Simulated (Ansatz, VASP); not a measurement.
**One calculation of Li2S, two programs**

```
Li S
1.0
     0.00000    2.85268    2.85268
     2.85268    0.00000    2.85268
     2.85268    2.85268    0.00000
Li S
2 1
Cartesian
  4.2790 4.2790 4.2790
  1.4263 1.4263 1.4263
  0.0000 0.0000 0.0000
```

Alike in both runs: functional PBE; k mesh 8 × 8 × 8; occupations gaussian, width 0.02 eV; no spin polarisation.

Ansatz relaxed the structure, and its values are those at the end. VASP's run is a single point on that final structure, the one shown.

|  | VASP | Ansatz |
| --- | --- | --- |
| version | VASP 6.6.1 | Ansatz 0.2.0 |
| potentials or method | VASP PAW PBE potentials, release 64 (Li_sv, S), cutoff 750 eV | scalar-relativistic, plane waves, PAW |
| valence electrons in the cell | 12 | 12 |

VASP gave:

| Quantity | Value |
| --- | --- |
| gap on the k mesh at the Fermi level (eV) | 3.39 |
| least direct gap on the mesh (eV) | 4.25 |
| pressure (GPa) | -0.1 |

**Question.** Which values does Ansatz return?

**Answer.** gap on the k mesh at the Fermi level (eV): 3.39; least direct gap on the mesh (eV): 4.25; pressure (GPa): 0.0.

The functional is the same, so the differences come from potentials, cutoffs and numerics.
